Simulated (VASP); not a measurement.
V: single point with PBE

Crystal: V.

```
V
1.0
    -1.49918    1.49918    1.49918
     1.49918   -1.49918    1.49918
     1.49918    1.49918   -1.49918
V
1
Direct
  0.00000 0.00000 0.00000
```

```
Program             : VASP 6.6.1
Task                : single point
Functional          : PBE
Potentials or basis : VASP PAW PBE potentials, release 64 (V_sv)
Cutoff              : 520 eV
k mesh              : 15 × 15 × 15
Occupations         : methfessel-paxton, width 0.3 eV
Spin                : no spin polarisation
```

- Pressure: -0.2 GPa

Levels at points of the mesh, in eV from the Fermi level:
| k point | band 3 | band 4 | band 5 | band 6 | band 7 | band 8 | band 9 | band 10 |
| --- | --- | --- | --- | --- | --- | --- | --- | --- |
| (0.00, 0.00, 0.00) | -37.03 | -37.03 | -6.60 | 0.40 | 0.40 | 0.40 | 2.41 | 2.41 |

It took 21 s on 1 thread of Intel Xeon 8259CL, with other jobs on the host, peak memory 0.14 GiB.
